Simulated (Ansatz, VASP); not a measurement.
**I: VASP beside Ansatz**

The input INCAR:

```
SYSTEM = I
PREC = Accurate
ENCUT = 500
EDIFF = 1E-6
ISMEAR = 0
SIGMA = 0.1
LREAL = .False.
LASPH = .True.
NELM = 120
ALGO = Normal
ISIF = 2
LWAVE = .False.
LCHARG = .True.
GGA = CA
LELF = .True.
LVHAR = .True.
NBANDS = 10
GGA_COMPAT = .False.
```

File KPOINTS:

```
regular mesh
0
Gamma
  4 4 6
  0 0 0
```

POSCAR

```
I
1.0
    2.5383465792     -3.7066249365      0.0000000000
    2.5383465792      3.7066249365      0.0000000000
   -1.6208748370      0.0000000000      2.3810977968
I
1
Direct
    0.5000000000      0.5000000000      0.5000000000
```

Input for Ansatz:

```yaml
crystal:
  lattice:
    - [2.5383465792, -3.7066249365, 0.0]
    - [2.5383465792, 3.7066249365, 0.0]
    - [-1.620874837, 0.0, 2.3810977968]
  atoms:
    - { symbol: I, position: [0.5, 0.5, 0.5] }
basis:
  ecutwfc: 420
kpoints:
  mp_grid: { grid: [4, 4, 6] }
hamiltonian:
  xc: lda
  dispersion: none
scf:
  occupations: { method: gaussian, width: 0.1 }
  convergence: { dr2_threshold: "1e-3 eV" }
output:
  forces: true
  stress: true
  eigenvalues: true
accuracy: high
```

Alike in both runs: task single point; functional LDA; k mesh 4 × 4 × 6; occupations gaussian, width 0.1 eV; no spin polarisation.

|  | VASP | Ansatz |
| --- | --- | --- |
| version | VASP 6.6.1 | Ansatz 0.2.0 |
| potentials or method | VASP PAW LDA potentials, release 64 (I), cutoff 500 eV | scalar-relativistic, plane waves, PAW |
| valence electrons in the cell | 7 | 17 |

Ansatz gave:

```
gap on the k mesh at the Fermi level (eV)                     : none
pressure (GPa)                                                : -1.4
traceless stress, the component that is largest in VASP (GPa) : 0.54
```

Q: What did VASP give for the same quantities?

A: gap on the k mesh at the Fermi level (eV): none; pressure (GPa): -1.4; traceless stress, the component that is largest in VASP (GPa): 0.64.

LDA's correlation is that of Perdew and Zunger in VASP and of Perdew and Wang (1992) in Ansatz. A gap of «none» marks a metal or a gap that the smearing closes. VASP's potentials hold 7 valence electrons a cell and Ansatz's 17, so a difference there can come from the potentials and not from the codes. Ansatz's warnings: force scf threshold loose, stress scf threshold loose.

The k mesh is coarse, so the values compare programs but aren't converged. Neither program's run includes spin-orbit coupling.
